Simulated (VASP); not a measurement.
# Si2Ni (Fm-3m) in VASP: a series of runs

The runs below take Si2Ni through single point, with PBE.

Everything below comes from runs of VASP 6.6.1. Logs are shortened: lines on timing, memory, paths and dates and some standing lists are left out, and cuts for length are marked.

**1. The cell of the first run**

It takes space group Fm-3m (No. 225, cubic). The conventional cell has a = 5.460 Å, b = 5.460 Å, c = 5.460 Å, α = 90.00°, β = 90.00°, γ = 90.00°. Within 3.1 Å of Si (site symmetry -43m) lie 4 Ni at 2.36 Å and 6 Si at 2.73 Å. Ni (site symmetry m-3m) has 8 Si at 2.36 Å within 3.1 Å.

**2. Single point, PBE, collinear spin, ferromagnetic start**

Contents of INCAR:

```
SYSTEM = Si2Ni
ALGO = Normal ; EDIFF = 1E-6
ENCUT = 520 ; GGA = PE
ISIF = 2 ; ISMEAR = -1
ISPIN = 2 ; LASPH = .True.
LCHARG = .False. ; LMAXMIX = 4
LORBIT = 11 ; LREAL = .False.
LWAVE = .False. ; MAGMOM = 0 0 1.5
NBANDS = 20 ; NELM = 150
PREC = Accurate ; SIGMA = 0.1
```

Contents of KPOINTS:

```
k-points
0
Gamma
  9 9 9
  0 0 0
```

Contents of POSCAR:

```
Si2Ni
1.0
    0.0000000000      2.7297641168      2.7297641168
    2.7297641168      0.0000000000      2.7297641168
    2.7297641168      2.7297641168      0.0000000000
Si Ni
2 1
Direct
    0.2500000000      0.2500000000      0.2500000000
    0.7500000000      0.7500000000      0.7500000000
    0.0000000000      0.0000000000      0.0000000000
```

Potentials or basis: VASP PAW PBE potentials, release 64 (Si, Ni).

Started as:

```bash
$ cat potpaw_PBE.64/Si/POTCAR potpaw_PBE.64/Ni/POTCAR > POTCAR
$ mpirun -np 1 vasp_std > vasp.out
```

OUTCAR:

```text
SYSTEM = Si2Ni
   EDIFF = 1E-6
   ENCUT = 520
   GGA = PE
   ISIF = 2
   ISMEAR = -1
   ISPIN = 2
   LASPH = .True.
   LORBIT = 11
   LREAL = .False.
   NELM = 150
   PREC = Accurate

 ion  position               nearest neighbor table
   1  0.250  0.250  0.250-   3 2.36   3 2.36   3 2.36   3 2.36   2 2.73   2 2.73   2 2.73   2 2.73
                             2 2.73   2 2.73
   2  0.750  0.750  0.750-   3 2.36   3 2.36   3 2.36   3 2.36   1 2.73   1 2.73   1 2.73   1 2.73
                             1 2.73   1 2.73
   3  0.000  0.000  0.000-   2 2.36   2 2.36   2 2.36   1 2.36   2 2.36   1 2.36   1 2.36   1 2.36

  LATTYP: Found a face centered cubic cell.
 ALAT       =     5.4595282336

  Lattice vectors:

 A1 = (   0.0000000000,   2.7297641168,   2.7297641168)
 A2 = (   2.7297641168,   0.0000000000,   2.7297641168)
 A3 = (   2.7297641168,   2.7297641168,   0.0000000000)

Analysis of symmetry for initial positions (statically):
=====================================================================
 Subroutine PRICEL returns:
 Original cell was already a primitive cell.

 Routine SETGRP: Setting up the symmetry group for a
 face centered cubic supercell.

 Subroutine GETGRP returns: Found 48 space group operations
 (whereof 48 operations were pure point group operations)
 out of a pool of 48 trial point group operations.

The static configuration has the point symmetry O_h .

Analysis of symmetry for dynamics (positions and initial velocities):
=====================================================================
 Subroutine PRICEL returns:
 Original cell was already a primitive cell.

 Routine SETGRP: Setting up the symmetry group for a
 face centered cubic supercell.

 Subroutine GETGRP returns: Found 48 space group operations
 (whereof 48 operations were pure point group operations)
 out of a pool of 48 trial point group operations.

The dynamic configuration has the point symmetry O_h .

Analysis of structural, dynamic, and magnetic symmetry:
=====================================================================
 Subroutine PRICEL returns:
 Original cell was already a primitive cell.

 Routine SETGRP: Setting up the symmetry group for a
 face centered cubic supercell.

 Subroutine GETGRP returns: Found 48 space group operations
 (whereof 48 operations were pure point group operations)
 out of a pool of 48 trial point group operations.

The overall configuration has the point symmetry O_h .

 Subroutine INISYM returns: Found 48 space group operations
 (whereof 48 operations are pure point group operations),
[... 118 lines left out ...]
     AMIX_MAG =   1.60;   BMIX_MAG =  1.00
  volume/ion in A,a.u.               =      13.56        91.51
  Fermi-wavevector in a.u.,A,eV,Ry     =   1.247471  2.357379 21.173176  1.556185
  Thomas-Fermi vector in A             =   2.381602
   LORBIT       =     11    0 simple, 1 ext, 2 COOP (PROOUT), +10 PAW based schemes
   GGA     = PE    functional components
   LHFCALC =     F    Hartree Fock is set to
   AEXX    =    0.0000 exact exchange contribution
   IVDW    =     0    specifies the selected vdW correction
   LEPSILON=     F    determine dielectric tensor
   LRPA    =     F    only Hartree local field effects (RPA)
 spin polarized calculation
  energy-cutoff  :      520.00
  volume of cell :       40.68
 maximum number of plane-waves:      1113
 NGX is ok and might be reduce to    30
   NGX = 15   NGY = 15   NGZ = 15

 number of electron      17.9999994 magnetization       0.0001280

 number of electron      17.9999994 magnetization      -0.0000204

 Free energy of the ion-electron system (eV)
  ---------------------------------------------------
  ext. energy  EPLUGINS =         0.00000000
  ---------------------------------------------------
  free energy    TOTEN  =       -17.38593884 eV

  energy without entropy =      -17.35729168  energy(sigma->0) =      -17.37161526

 E-fermi :   9.9913     XC(G=0): -11.4517

 val. band max:        9.9202729140   @ k =   0.3333   0.2222   0.0000
 cond. band min:      10.0966663742   @ k =  -0.4444   0.4444   0.1111
 fundamental gap:      0.1763934603
 Fermi energy:         9.9913357125

 spin component 1

 k-point     1 :       0.0000    0.0000    0.0000
  band No.  band energies     occupation
      1      -3.5520      1.00000
      2       5.0105      1.00000
      3       5.0105      1.00000
      4       5.0105      1.00000
      5       6.6715      1.00000
      6       6.6715      1.00000
[... 541 lines left out ...]
     19      23.6313      0.00000
     20      23.6313      0.00000

 [... further k-points ...]

 spin component 2

 k-point     1 :       0.0000    0.0000    0.0000
  band No.  band energies     occupation
      1      -3.5520      1.00000
      2       5.0105      1.00000
      3       5.0105      1.00000
      4       5.0105      1.00000
      5       6.6717      1.00000
      6       6.6717      1.00000
[... 541 lines left out ...]
     19      23.6313      0.00000
     20      23.6313      0.00000

 [... further k-points ...]
[... 5 lines left out ...]
  --------------------------------------------------------------------------------------
  -------------------------------------------------------------------------------------
  Total       -0.2229495     -0.2229495     -0.2229495     -0.0000000     -0.0000000      0.0000000
  in kB       -8.7803466     -8.7803466     -8.7803466     -0.0000000     -0.0000000      0.0000000
  external PRESSURE =      -8.7803466 kB  Pullay stress =       0.0000000 kB

 VOLUME and BASIS-vectors are now :
 -----------------------------------------------------------------------------
  energy-cutoff  :      520.00
  volume of cell :       40.68
      direct lattice vectors                 reciprocal lattice vectors
     0.000000000  2.729764117  2.729764117    -0.183166009  0.183166009  0.183166009
     2.729764117  0.000000000  2.729764117     0.183166009 -0.183166009  0.183166009
     2.729764117  2.729764117  0.000000000     0.183166009  0.183166009 -0.183166009

 POSITION                                       TOTAL-FORCE (eV/Angst)
 -----------------------------------------------------------------------------------
      1.36488      1.36488      1.36488         0.000000      0.000000     -0.000000
      4.09465      4.09465      4.09465        -0.000000     -0.000000     -0.000000
      0.00000      0.00000      0.00000         0.000000     -0.000000      0.000000
 -----------------------------------------------------------------------------------
    total drift:                                0.000000     -0.000000     -0.000000

  FREE ENERGIE OF THE ION-ELECTRON SYSTEM (eV)
  ---------------------------------------------------
  free  energy   TOTEN  =       -17.3859388442 eV

  energy  without entropy=      -17.3572916848  energy(sigma->0) =      -17.37161526

 total charge

# of ion       s       p       d       tot
------------------------------------------
    1        0.748   0.824   0.000   1.572
    2        0.748   0.824   0.000   1.572
    3        0.545   0.755   8.433   9.733
--------------------------------------------------
tot          2.041   2.402   8.433  12.877

 magnetization (x)

# of ion       s       p       d       tot
------------------------------------------
    1       -0.000  -0.000   0.000  -0.000
    2       -0.000  -0.000   0.000  -0.000
    3       -0.000   0.000   0.000   0.000
--------------------------------------------------
tot         -0.000  -0.000   0.000   0.000
```

OSZICAR:

```text
N       E                     dE             d eps       ncg     rms          rms(c)
DAV:   1     0.726739777546E+02    0.72674E+02   -0.71606E+03  2816   0.884E+02
DAV:   2    -0.140612791355E+02   -0.86735E+02   -0.77817E+02  2960   0.198E+02
DAV:   3    -0.190286745865E+02   -0.49674E+01   -0.48410E+01  3384   0.487E+01
DAV:   4    -0.191066521685E+02   -0.77978E-01   -0.77808E-01  3232   0.550E+00
DAV:   5    -0.191082999225E+02   -0.16478E-02   -0.16475E-02  3316   0.878E-01    0.175E+01
DAV:   6    -0.243958048500E+02   -0.52875E+01   -0.30998E+01  3180   0.118E+02    0.251E+01
DAV:   7    -0.175333190933E+02    0.68625E+01   -0.96079E+00  3552   0.730E+01    0.361E+00
DAV:   8    -0.174254708940E+02    0.10785E+00   -0.11521E+00  3772   0.158E+01    0.256E+00
DAV:   9    -0.173878297990E+02    0.37641E-01   -0.20949E-01  3484   0.704E+00    0.610E-01
DAV:  10    -0.173858067011E+02    0.20231E-02   -0.85576E-03  4012   0.146E+00    0.298E-01
DAV:  11    -0.173858961896E+02   -0.89488E-04   -0.10204E-03  3684   0.307E-01    0.167E-01
DAV:  12    -0.173859282436E+02   -0.32054E-04   -0.84042E-05  3216   0.860E-02    0.518E-02
DAV:  13    -0.173859364291E+02   -0.81856E-05   -0.17361E-05  3192   0.515E-02    0.162E-02
DAV:  14    -0.173859387614E+02   -0.23322E-05   -0.65739E-06  3172   0.364E-02    0.901E-03
DAV:  15    -0.173859388442E+02   -0.82860E-07   -0.10474E-06  2820   0.794E-03
   1 F= -.17385939E+02 E0= -.17371615E+02  d E =-.286472E-01  mag=     0.0000
```

stdout:

```text
POSCAR found type information on POSCAR SiNi
 POSCAR found :  2 types and       3 ions
 scaLAPACK will be used
 LDA part: xc-table for (Slater+PW92), standard interpolation
 POSCAR, INCAR and KPOINTS ok, starting setup
 FFT: planning ... GRIDC
 FFT: planning ... GRID_SOFT
 FFT: planning ... GRID
 WAVECAR not read
 entering main loop
```

It took 2.5 min on 1 thread of AMD EPYC 7R13, shared host; peak memory 0.18 GiB.

What came out:

| Property | Result |
| --- | --- |
| Free energy | -17.3859 eV |
| Pressure | -0.9 GPa |
| Band gap on the k mesh | zero (filled and empty bands overlap) |
| Net moment | 0.00 μB per cell |
| Valence electrons inside the program's atomic spheres | Si 1.57; Ni 9.73 |

Levels at points of the mesh, in eV from the Fermi level:
Spin up:
| k point | band 7 | band 8 | band 9 | band 10 | band 11 | band 12 |
| --- | --- | --- | --- | --- | --- | --- |
| (0.00, 0.00, 0.00) | -0.50 | 1.69 | 1.69 | 1.69 | 2.36 | 2.36 |
Spin down:
| k point | band 5 | band 6 | band 7 | band 8 | band 9 | band 10 | band 11 | band 12 | band 13 | band 14 |
| --- | --- | --- | --- | --- | --- | --- | --- | --- | --- | --- |
| (0.00, 0.00, 0.00) | -3.32 | -3.32 | -0.50 | 1.69 | 1.69 | 1.69 | 2.36 | 2.36 | 2.36 | 4.69 |

Caveat: the starting moments collapsed, and a magnetic state may lie lower.

**3. Single point, PBE, collinear spin, ferromagnetic start**

This run uses another cell than the first one, of 13.96 Å³/atom, 1.029 times its volume.

Contents of INCAR:

```
PREC = Accurate
ENCUT = 520
EDIFF = 1E-6
ISMEAR = -1
SIGMA = 0.1
LREAL = F
LASPH = T
NELM = 150
ALGO = Normal
ISIF = 2
LWAVE = F
LCHARG = F
ISPIN = 2
MAGMOM = 0 0 1.5
LORBIT = 11
LMAXMIX = 4
GGA = PE
NBANDS = 20
```

Contents of KPOINTS:

```
regular mesh
0
Gamma
  9 9 9
```

Contents of POSCAR:

```
Si2Ni
1.0
    0.0000000000      2.7560134590      2.7560134590
    2.7560134590      0.0000000000      2.7560134590
    2.7560134590      2.7560134590      0.0000000000
Si Ni
2 1
Direct
    0.2500000000      0.2500000000      0.2500000000
    0.7500000000      0.7500000000      0.7500000000
    0.0000000000      0.0000000000      0.0000000000
```

Potentials or basis: VASP PAW PBE potentials, release 64 (Si, Ni).

Started as:

```bash
$ cat potpaw_PBE.64/Si/POTCAR potpaw_PBE.64/Ni/POTCAR > POTCAR
$ mpirun -np 1 vasp_std > vasp.out
```

It took 2.2 min on 1 thread of AMD EPYC 7R13, shared host; peak memory 0.18 GiB.

The run converged. Its results:

```yaml
Free_energy: -17.3657 eV
Pressure: -4.7 GPa
Band_gap_on_the_k_mesh: zero (filled and empty bands overlap)
Net_moment: 0.00 μB per cell
Valence_electrons_inside_the_program's_atomic_spheres: Si 1.56; Ni 9.66
```

Levels at points of the mesh, in eV from the Fermi level:
Spin up:
```tsv
k point	band 6	band 7	band 8	band 9	band 10	band 11	band 12	band 13
(0.00, 0.00, 0.00)	-3.14	-0.68	1.69	1.69	1.69	2.44	2.44	2.44
```
Spin down:
| k point | band 6 | band 7 | band 8 | band 9 | band 10 | band 11 | band 12 | band 13 |
| --- | --- | --- | --- | --- | --- | --- | --- | --- |
| (0.00, 0.00, 0.00) | -3.14 | -0.68 | 1.69 | 1.69 | 1.69 | 2.44 | 2.44 | 2.44 |

Caveat: the starting moments collapsed, and a magnetic state may lie lower.
